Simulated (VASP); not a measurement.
A run of VASP 6.6.1:

POSCAR

```
Sr3Rh2Cl2O5
1.0
    0.0000000000      3.9745970000      0.0000000000
    3.9745970000      0.0000000000      0.0000000000
    1.9872980000      1.9872980000    -11.9913450000
Sr Rh Cl O
3 2 2 5
Direct
    0.5000000000      0.5000000000      0.0000000000
    0.3430000000      0.3430000000      0.3140000000
    0.6570000000      0.6570000000      0.6860000000
    0.0788000000      0.0788000000      0.8424000000
    0.9212000000      0.9212000000      0.1576000000
    0.2050000000      0.2050000000      0.5900000000
    0.7950000000      0.7950000000      0.4100000000
    0.0000000000      0.0000000000      0.0000000000
    0.5900000000      0.0900000000      0.8200000000
    0.0900000000      0.5900000000      0.8200000000
    0.4100000000      0.9100000000      0.1800000000
    0.9100000000      0.4100000000      0.1800000000
```

File INCAR.step1:

```
ALGO = Normal ; EDIFF = 1E-4
ENCUT = 520 ; GGA = PE
ISMEAR = -1 ; KPAR = 4
LASPH = T ; LCHARG = F
LREAL = F ; LWAVE = T
NBANDS = 64 ; NELM = 60
PREC = Accurate ; SIGMA = 0.1
```

Contents of INCAR.step2:

```
ALGO = Normal ; EDIFF = 1E-6
ENCUT = 520 ; ISIF = 2
ISMEAR = -1 ; ISTART = 1
KPAR = 4 ; LASPH = T
LCHARG = F ; LMIXTAU = T
LREAL = F ; LWAVE = F
METAGGA = R2SCAN ; NBANDS = 64
NELM = 60 ; PREC = Accurate
SIGMA = 0.1
```

File KPOINTS:

```
k-points
0
Gamma
  8 8 8
```

Potentials or basis: VASP PAW PBE potentials, release 64 (Sr_sv, Rh_pv, Cl, O).

Launch:

```console
$ cat potpaw_PBE.64/Sr_sv/POTCAR potpaw_PBE.64/Rh_pv/POTCAR potpaw_PBE.64/Cl/POTCAR potpaw_PBE.64/O/POTCAR > POTCAR
$ cp INCAR.step1 INCAR
$ mpirun -np 4 vasp_std > vasp.out
$ cp INCAR.step2 INCAR
$ mpirun -np 4 vasp_std > vasp.out
```

Hardware: 4 MPI ranks on Intel(R) Xeon(R) Platinum 8259CL CPU @ 2.50GHz (Skylake/Cascade Lake), with other jobs on the host.

Task: How long does it take, and how much memory?

Result: It took 12 min on 4 MPI ranks on Intel(R) Xeon(R) Platinum 8259CL CPU @ 2.50GHz (Skylake/Cascade Lake), on a shared host, peak memory 0.73 GiB a rank. Counts: k points 59.
